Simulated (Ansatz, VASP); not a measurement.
Two plane-wave programs on Zn2C

File POSCAR:

```
Zn2C
1.0
   -0.0613551868      2.5165938403      2.5165938403
    2.5165938403     -0.0613551868      2.5165938403
    2.5165938403      2.5165938403     -0.0613551868
C Zn
1 2
Direct
    0.0000000000      0.0000000000      0.0000000000
    0.2505370555      0.2505370555      0.2505370555
    0.7494629445      0.7494629445      0.7494629445
```

File INCAR.step1:

```
SYSTEM = Zn2C
PREC = Accurate
ENCUT = 520
ISMEAR = -1
SIGMA = 0.02
LREAL = .FALSE.
LASPH = .TRUE.
NELM = 60
NBANDS = 21
GGA = PE
ALGO = Normal
EDIFF = 1E-4
LWAVE = .TRUE.
LCHARG = .FALSE.
```

File INCAR.step2:

```
SYSTEM = Zn2C
PREC = Accurate
ENCUT = 520
EDIFF = 1E-6
ISMEAR = -1
SIGMA = 0.02
LREAL = .FALSE.
LASPH = .TRUE.
NELM = 60
ALGO = Normal
ISIF = 2
LWAVE = .FALSE.
LCHARG = .TRUE.
METAGGA = R2SCAN
LMIXTAU = .TRUE.
LELF = .TRUE.
LVHAR = .TRUE.
NBANDS = 21
ISTART = 1
```

KPOINTS

```
regular mesh
0
G
  8 8 8
  0 0 0
```

Input for Ansatz:

```yaml
crystal:
  lattice:
    - [-0.0613551868, 2.5165938403, 2.5165938403]
    - [2.5165938403, -0.0613551868, 2.5165938403]
    - [2.5165938403, 2.5165938403, -0.0613551868]
  atoms:
    - { symbol: C, position: [0.0, 0.0, 0.0] }
    - { symbol: Zn, position: [0.2505370555, 0.2505370555, 0.2505370555] }
    - { symbol: Zn, position: [0.7494629445, 0.7494629445, 0.7494629445] }
kpoints:
  mp_grid: { grid: [8, 8, 8] }
  band_path:
    path:
      - [0.0, 0.0, 0.0]
      - [0.5, 0.0, 0.5]
      - [0.625, 0.25, 0.625]
      - [0.375, 0.375, 0.75]
      - [0.5, 0.5, 0.5]
      - [0.5, 0.25, 0.75]
    npoints: 1
hamiltonian:
  xc: r2scan
scf:
  occupations: { method: fermi_dirac, width: 0.02 }
  n_extra_bands: 4
output:
  forces: true
  stress: true
  eigenvalues: true
```

Change from the starting cell: shear_111 strain -3.6%.

Alike in both runs: task single point; functional r2SCAN; k mesh 8 × 8 × 8; occupations fermi-dirac, width 0.02 eV; no spin polarisation.

```csv
,VASP,Ansatz
version,VASP 6.6.1,Ansatz 0.2.0
potentials or method,"VASP PAW PBE potentials, release 64 (C, Zn)","plane waves, PAW"
plane-wave cutoff (eV),520,500
valence electrons in the cell,28,28
```

```tsv
	VASP	Ansatz	Ansatz less VASP
pressure (GPa)	6.8	6.0	-0.80
traceless stress, the component that is largest in VASP (GPa)	1.93	1.91	-0.023
```

VASP's potentials were made for PBE, not for r2SCAN. The functional is the same, so the differences come from potentials, cutoffs and numerics.
